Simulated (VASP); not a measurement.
# La (Im-3m) in VASP: notebook

The runs below take La through single point, relaxation of cell and atoms, with PBE.

Program: VASP 6.6.1. These are calculated values, not measurements. Logs are shortened: lines on timing, memory, paths and dates and some standing lists are left out, and cuts for length are marked.

## Step 1: The cell of the first run

Symmetry: Im-3m, No. 229, cubic system. Conventional cell: a = 4.345 Å, b = 4.345 Å, c = 4.345 Å, α = 90.00°, β = 90.00°, γ = 90.00°. Within 4.9 Å of La (site symmetry m-3m) lie 14 La at 3.76 to 4.35 Å.

## Step 2: Single point, PBE (volume scaled by 1.08)

INCAR

```
SYSTEM = La
PREC = Accurate
ENCUT = 520
EDIFF = 1E-6
ISMEAR = -1
SIGMA = 0.1
LREAL = .FALSE.
LASPH = .TRUE.
NELM = 60
ALGO = Normal
ISIF = 2
LWAVE = .FALSE.
LCHARG = .FALSE.
GGA = PE
NBANDS = 12
```

KPOINTS

```
regular mesh
0
G
  12 12 12
  0 0 0
```

POSCAR

```
La
1.0
   -2.1725039397      2.1725039397      2.1725039397
    2.1725039397     -2.1725039397      2.1725039397
    2.1725039397      2.1725039397     -2.1725039397
La
1
Direct
    0.0000000000      0.0000000000      0.0000000000
```

Potentials or basis: VASP PAW PBE potentials, release 64 (La).

Command:

```sh
$ cat potpaw_PBE.64/La/POTCAR > POTCAR
$ mpirun -np 1 vasp_std > vasp.out
```

OUTCAR:

```text
SYSTEM = La
   PREC = Accurate
   ENCUT = 520
   EDIFF = 1E-6
   ISMEAR = -1
   LREAL = .FALSE.
   LASPH = .TRUE.
   NELM = 60
   ISIF = 2
   GGA = PE

 ion  position               nearest neighbor table
   1  0.000  0.000  0.000-

  LATTYP: Found a body centered cubic cell.
 ALAT       =     4.3450078794

  Lattice vectors:

 A1 = (  -2.1725039397,   2.1725039397,   2.1725039397)
 A2 = (   2.1725039397,  -2.1725039397,   2.1725039397)
 A3 = (   2.1725039397,   2.1725039397,  -2.1725039397)

Analysis of symmetry for initial positions (statically):
=====================================================================
 Subroutine PRICEL returns:
 Original cell was already a primitive cell.

 Routine SETGRP: Setting up the symmetry group for a
 body centered cubic supercell.

 Subroutine GETGRP returns: Found 48 space group operations
 (whereof 48 operations were pure point group operations)
 out of a pool of 48 trial point group operations.

The static configuration has the point symmetry O_h .

Analysis of symmetry for dynamics (positions and initial velocities):
=====================================================================
 Subroutine PRICEL returns:
 Original cell was already a primitive cell.

 Routine SETGRP: Setting up the symmetry group for a
 body centered cubic supercell.

 Subroutine GETGRP returns: Found 48 space group operations
 (whereof 48 operations were pure point group operations)
 out of a pool of 48 trial point group operations.

The dynamic configuration has the point symmetry O_h .

 Subroutine INISYM returns: Found 48 space group operations
 (whereof 48 operations are pure point group operations),
 and found     1 'primitive' translations

----------------------------------------------------------------------------------------

                                     Primitive cell

  volume of cell :      41.0149

  direct lattice vectors                    reciprocal lattice vectors
    -2.172503940  2.172503940  2.172503940     0.000000000  0.230149180  0.230149180
     2.172503940 -2.172503940  2.172503940     0.230149180  0.000000000  0.230149180
     2.172503940  2.172503940 -2.172503940     0.230149180  0.230149180  0.000000000

  length of vectors
     3.762887203  3.762887203  3.762887203     0.325480092  0.325480092  0.325480092

  position of ions in fractional coordinates (direct lattice)
     0.000000000  0.000000000  0.000000000

  ion indices of the primitive-cell ions
   primitive index   ion index
                 1           1

----------------------------------------------------------------------------------------

 KPOINTS: regular mesh

Automatic generation of k-mesh.
 Grid dimensions read from file:
 generate k-points for:   12   12   12

 Generating k-lattice:

  Cartesian coordinates                     Fractional coordinates (reciprocal lattice)
     0.000000000  0.019179098  0.019179098     0.083333333  0.000000000  0.000000000
     0.019179098  0.000000000  0.019179098     0.000000000  0.083333333  0.000000000
     0.019179098  0.019179098  0.000000000     0.000000000  0.000000000  0.083333333

  Length of vectors
     0.027123341  0.027123341  0.027123341

  Shift w.r.t. Gamma in fractional coordinates (k-lattice)
     0.000000000  0.000000000  0.000000000

 Subroutine IBZKPT returns following result:
 ===========================================

 Found     72 irreducible k-points:

 Following reciprocal coordinates:
            Coordinates               Weight
  0.000000  0.000000  0.000000      1.000000
  0.083333  0.000000  0.000000     12.000000
  0.166667  0.000000  0.000000     12.000000
  0.250000  0.000000  0.000000     12.000000
  0.333333  0.000000  0.000000     12.000000
  0.416667  0.000000  0.000000     12.000000
[... 16 lines left out ...]
  0.333333  0.083333  0.083333     24.000000
  0.416667  0.083333  0.083333     12.000000
 [... further k-points ...]
   k-points           NKPTS =     72   k-points in BZ     NKDIM =     72   number of bands    NBANDS=     12
   number of dos      NEDOS =    301   number of ions     NIONS =      1
   total plane-waves  NPLWV =  21952
   dimension x,y,z NGX =    28 NGY =   28 NGZ =   28
   dimension x,y,z NGXF=    56 NGYF=   56 NGZF=   56
   ions per type =               1
   NGX,Y,Z   is equivalent  to a cutoff of  12.37, 12.37, 12.37 a.u.
   NGXF,Y,Z  is equivalent  to a cutoff of  24.74, 24.74, 24.74 a.u.
 SYSTEM =  La
   PREC   = accura    normal or accurate (medium, high low for compatibility)
   ISTART =      0    job   : 0-new  1-cont  2-samecut
   ICHARG =      2    charge: 1-file 2-atom 10-const
   ISPIN  =      1    spin polarized calculation?
   LNONCOLLINEAR =      F non collinear calculations
   LSORBIT =      F    spin-orbit coupling
   LASPH  =      T    aspherical Exc in radial PAW
   ENCUT  =  520.0 eV  38.22 Ry    6.18 a.u.   7.00  7.00  7.00*2*pi/ulx,y,z
   NELM   =     60;   NELMIN=  2; NELMDL= -5     # of ELM steps
   EDIFF  = 0.1E-05   stopping-criterion for ELM
   LREAL  =      F    real-space projection
   EDIFFG = 0.1E-04   stopping-criterion for IOM
   NSW    =      0    number of steps for IOM
   IBRION =     -1    ionic relax: 0-MD 1-quasi-New 2-CG
   NFREE  =      0    steps in history (QN), initial steepest desc. (CG)
   ISIF   =      2    stress and relaxation
   ISYM   =      2    0-nonsym 1-usesym 2-fastsym
   POTIM  = 0.5000    time-step for ionic-motion
   TEBEG  =    0.0;   TEEND  =   0.0 temperature during run
   PSTRESS=    0.0 pullay stress
   NELECT =      11.0000    total number of electrons
   NUPDOWN=      -1.0000    fix difference up-down
   EMIN   =  10.00;   EMAX   =-10.00  energy-range for DOS
   EFERMI =   0.00;   METHOD = LEGACY
   ISMEAR =    -1;   SIGMA  =   0.10  broadening in eV -4-tet -1-fermi 0-gaus
   EFERMI_NEDOS =   21; number of points for ismear=-14 and -15
   IALGO  =     38    algorithm
   IMIX   =      4    mixing-type and parameters
     AMIX     =   0.40;   BMIX     =  1.00
     AMIX_MAG =   1.60;   BMIX_MAG =  1.00
  volume/ion in A,a.u.               =      41.01       276.78
  Fermi-wavevector in a.u.,A,eV,Ry     =   1.055744  1.995066 15.164982  1.114595
  Thomas-Fermi vector in A             =   2.190953
   LORBIT       =      0    0 simple, 1 ext, 2 COOP (PROOUT), +10 PAW based schemes
   GGA     = PE    functional components
   LHFCALC =     F    Hartree Fock is set to
   AEXX    =    0.0000 exact exchange contribution
   IVDW    =     0    specifies the selected vdW correction
   LEPSILON=     F    determine dielectric tensor
   LRPA    =     F    only Hartree local field effects (RPA)
 non-spin polarized calculation
  energy-cutoff  :      520.00
  volume of cell :       41.01
 maximum number of plane-waves:      1144
   NGX = 13   NGY = 13   NGZ = 13

 number of electron      11.0000001 magnetization

 Free energy of the ion-electron system (eV)
  ---------------------------------------------------
  ext. energy  EPLUGINS =         0.00000000
  ---------------------------------------------------
  free energy    TOTEN  =        -4.78737131 eV

  energy without entropy =       -4.69794464  energy(sigma->0) =       -4.74265798

 E-fermi :   6.9767     XC(G=0):  -9.1670

 val. band max:        6.9560691598   @ k =  -0.4167   0.5000   0.1667
 cond. band min:       6.9916686014   @ k =   0.1667   0.1667   0.0833
 fundamental gap:      0.0355994416
 Fermi energy:         6.9767282952

 k-point     1 :       0.0000    0.0000    0.0000
  band No.  band energies     occupation
      1     -26.0833      2.00000
      2      -9.2338      2.00000
      3      -9.2338      2.00000
      4      -9.2338      2.00000
      5       3.7387      2.00000
      6       8.3389      0.00000
      7       8.3389      0.00000
      8       8.3389      0.00000
      9       8.3516      0.00000
     10       8.3516      0.00000
     11       8.3516      0.00000
     12       8.9359      0.00000

 k-point     2 :       0.0833    0.0000    0.0000
  band No.  band energies     occupation
      1     -26.0741      2.00000
      2      -9.3101      2.00000
      3      -9.2566      2.00000
      4      -9.2346      2.00000
      5       3.9302      2.00000
      6       8.0506      0.00004
      7       8.0536      0.00004
      8       8.3333      0.00000
      9       8.4082      0.00000
     10       8.5551      0.00000
     11       8.5555      0.00000
     12       8.9183      0.00000

 k-point     3 :       0.1667    0.0000    0.0000
  band No.  band energies     occupation
      1     -26.0489      2.00000
      2      -9.5119      2.00000
      3      -9.3179      2.00000
      4      -9.2366      2.00000
      5       4.4395      2.00000
      6       7.7069      0.00135
      7       7.7120      0.00128
      8       8.3221      0.00000
      9       8.4970      0.00000
     10       8.6529      0.00000
     11       8.6882      0.00000
     12       8.8857      0.00000
[... 286 lines left out ...]
 k-point    23 :       0.3333    0.0833    0.0833
  band No.  band energies     occupation
      1     -25.9492      2.00000
      2     -10.1502      2.00000
      3      -9.5784      2.00000
      4      -9.3134      2.00000
      5       5.7247      1.99999
      6       6.8644      1.50910
      7       8.0282      0.00005
      8       8.4503      0.00000
      9       8.6120      0.00000
     10       8.7390      0.00000
     11       8.8042      0.00000
     12       8.8977      0.00000

 k-point    24 :       0.4167    0.0833    0.0833
  band No.  band energies     occupation
      1     -25.9407      2.00000
      2     -10.1937      2.00000
      3      -9.6104      2.00000
      4      -9.3159      2.00000
      5       5.6848      2.00000
      6       6.8210      1.65200
      7       8.2900      0.00000
      8       8.4496      0.00000
      9       8.6010      0.00000
     10       8.7796      0.00000
     11       8.8297      0.00000
     12       8.8879      0.00000

 [... further k-points ...]
[... 5 lines left out ...]
  --------------------------------------------------------------------------------------
  -------------------------------------------------------------------------------------
  Total       -0.4601357     -0.4601357     -0.4601357      0.0000000      0.0000000     -0.0000000
  in kB      -17.9744147    -17.9744147    -17.9744147      0.0000000      0.0000000     -0.0000000
  external PRESSURE =     -17.9744147 kB  Pullay stress =       0.0000000 kB

 VOLUME and BASIS-vectors are now :
 -----------------------------------------------------------------------------
  energy-cutoff  :      520.00
  volume of cell :       41.01
      direct lattice vectors                 reciprocal lattice vectors
    -2.172503940  2.172503940  2.172503940     0.000000000  0.230149180  0.230149180
     2.172503940 -2.172503940  2.172503940     0.230149180  0.000000000  0.230149180
     2.172503940  2.172503940 -2.172503940     0.230149180  0.230149180  0.000000000

 POSITION                                       TOTAL-FORCE (eV/Angst)
 -----------------------------------------------------------------------------------
      0.00000      0.00000      0.00000         0.000000      0.000000     -0.000000
 -----------------------------------------------------------------------------------
    total drift:                               -0.000000      0.000000      0.000000

  FREE ENERGIE OF THE ION-ELECTRON SYSTEM (eV)
  ---------------------------------------------------
  free  energy   TOTEN  =        -4.7873713111 eV

  energy  without entropy=       -4.6979446398  energy(sigma->0) =       -4.74265798
```

It took 39 s on 1 thread of Intel Xeon Platinum 8375C at 2.90GHz (Ice Lake), shared host; peak memory 0.19 GiB.

Results:

```yaml
Free_energy: -4.7874 eV
Pressure: -1.8 GPa
```

Levels at points of the mesh, in eV from the Fermi level:
```
           k point  band 3  band 4  band 5  band 6  band 7  band 8
(0.00, 0.00, 0.00)  -16.21  -16.21   -3.24    1.36    1.36    1.36
(0.50, 0.00, 0.00)  -16.53  -16.22   -1.68   -0.12    1.36    1.37
(0.50, 0.50, 0.50)  -16.91  -16.91   -1.63   -1.63    1.47    1.59
```

Caveat: spin-orbit coupling is left out, which moves the levels of the heavy elements.

## Step 3: Single point, PBE (volume scaled by 1.12)

INCAR

```
ALGO = Normal
EDIFF = 1E-7
ENCUT = 520
GGA = PE
ISIF = 2
ISMEAR = -1
LASPH = True
LCHARG = False
LREAL = False
LWAVE = False
NBANDS = 12
NELM = 80
PREC = Accurate
SIGMA = 0.1
```

KPOINTS

```
k-points
0
Gamma
  12 12 12
```

POSCAR

```
La
1.0
   -2.1990005016      2.1990005016      2.1990005016
    2.1990005016     -2.1990005016      2.1990005016
    2.1990005016      2.1990005016     -2.1990005016
La
1
Direct
    0.0000000000      0.0000000000      0.0000000000
```

Potentials or basis: VASP PAW PBE potentials, release 64 (La).

Command:

```sh
$ cat potpaw_PBE.64/La/POTCAR > POTCAR
$ mpirun -np 1 vasp_std > vasp.out
```

Wall time 46 s (1 thread of Intel Xeon Platinum 8375C at 2.90GHz (Ice Lake), shared host); peak memory 0.19 GiB.

The run converged. Its results:

```
Free energy : -4.7669 eV
Pressure    : -2.5 GPa
```

Levels at points of the mesh, in eV from the Fermi level:
```csv
k point,band 3,band 4,band 5,band 6,band 7,band 8
"(0.00, 0.00, 0.00)",-16.33,-16.33,-3.24,1.30,1.30,1.30
"(0.50, 0.00, 0.00)",-16.62,-16.34,-1.64,-0.10,1.28,1.30
"(0.50, 0.50, 0.50)",-16.96,-16.96,-1.55,-1.55,1.40,1.50
```

Caveat: spin-orbit coupling is left out, which moves the levels of the heavy elements.

(Continued in part 2 of 2.)
